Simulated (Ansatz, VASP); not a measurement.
# Te2Mo in VASP and in Ansatz

File INCAR:

```
PREC = Accurate
ENCUT = 520
EDIFF = 1E-7
ISMEAR = 0
SIGMA = 0.05
LREAL = F
LASPH = T
NELM = 100
ALGO = Normal
ISIF = 2
LWAVE = F
LCHARG = T
GGA = PE
IVDW = 12
LELF = T
LVHAR = T
NBANDS = 35
```

The input KPOINTS:

```
Automatic mesh
0
Gamma
  12 12 2
```

Contents of POSCAR:

```
Te2Mo
1.0
    3.5488471669      0.0000000000      0.0000000000
   -1.7744235834      3.0733918007      0.0000000000
    0.0000000000      0.0000000000     13.7008448353
Te Mo
4 2
Direct
    0.3333333333      0.6666666667      0.6173401526
    0.6666666667      0.3333333333      0.1173401526
    0.3333333333      0.6666666667      0.8826598474
    0.6666666667      0.3333333333      0.3826598474
    0.3333333333      0.6666666667      0.2500000000
    0.6666666667      0.3333333333      0.7500000000
```

Input for Ansatz:

```yaml
crystal:
  lattice:
    - [3.5488471669, 0.0, 0.0]
    - [-1.7744235834, 3.0733918007, 0.0]
    - [0.0, 0.0, 13.7008448353]
  atoms:
    - { symbol: Te, position: [0.3333333333, 0.6666666667, 0.6173401526] }
    - { symbol: Te, position: [0.6666666667, 0.3333333333, 0.1173401526] }
    - { symbol: Te, position: [0.3333333333, 0.6666666667, 0.8826598474] }
    - { symbol: Te, position: [0.6666666667, 0.3333333333, 0.3826598474] }
    - { symbol: Mo, position: [0.3333333333, 0.6666666667, 0.25] }
    - { symbol: Mo, position: [0.6666666667, 0.3333333333, 0.75] }
basis:
  ecutwfc: 420
kpoints:
  mp_grid: { grid: [12, 12, 2] }
hamiltonian:
  xc: pbe
  dispersion: d3bj
scf:
  occupations: { method: gaussian, width: 0.05 }
output:
  forces: true
  stress: true
  eigenvalues: true
```

Change from the starting cell: strain +0.0150 x Voigt [1, 1, 0, 0, 0, 0], atoms carried along.

Alike in both runs: task single point; functional PBE; dispersion D3(BJ); k mesh 12 × 12 × 2; occupations gaussian, width 0.05 eV; no spin polarisation.

```csv
,VASP,Ansatz
version,VASP 6.6.1,Ansatz 0.2.0
potentials or method,"VASP PAW PBE potentials, release 64 (Te, Mo_sv), cutoff 520 eV","scalar-relativistic, plane waves, PAW"
valence electrons in the cell,52,92
```

```csv
,VASP,Ansatz,Ansatz less VASP
gap on the k mesh at the Fermi level (eV),0.61,0.62,+0.006
least direct gap on the mesh (eV),0.98,0.98,0.000
pressure (GPa),-2.7,-2.7,-0.01
"traceless stress, the component that is largest in VASP (GPa)",0.60,0.55,-0.051
rms of the force components (eV/Å),0.115,0.121,+0.0064
```

Atom by atom the forces differ by 0.006 eV/Å (rms over components). VASP's potentials hold 52 valence electrons a cell and Ansatz's 92, so a difference there can come from the potentials and not from the codes.

Neither program's run includes spin-orbit coupling.
